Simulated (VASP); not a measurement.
Crystal: MgO.

```xyz
2
Lattice="0.0000 1.9895 1.9895 1.9895 0.0000 1.9895 1.9895 1.9895 0.0000" Properties=species:S:1:pos:R:3 pbc="T T T"
Mg    0.0000    0.0000    0.0000
O     1.9895    1.9895    1.9895
```

This cell differs from its parent crystal: strain -5.4%.

Base run:

- Program: VASP 6.6.1
- Functional: HSE06
- Potentials or basis: VASP PAW PBE potentials, release 64 (Mg, O)
- Cutoff: 520 eV
- k mesh: 8 × 8 × 8
- Occupations: gaussian, width 0.01 eV
- Spin: no spin polarisation

Its results: band gap on the k mesh 8.45 eV, direct; pressure 38.4 GPa.

Q: The run is repeated on the same cell with these changes: functional from HSE06 to r2SCAN; k mesh from 8 × 8 × 8 to 10 × 10 × 10. What comes out?

A: Band gap on the k mesh 7.53 eV, direct; pressure 37.7 GPa.

Several settings changed at once, so the effect can't be laid on one alone.

Caveats: the PAW data sets were made with another functional, which shifts forces and pressure a little.

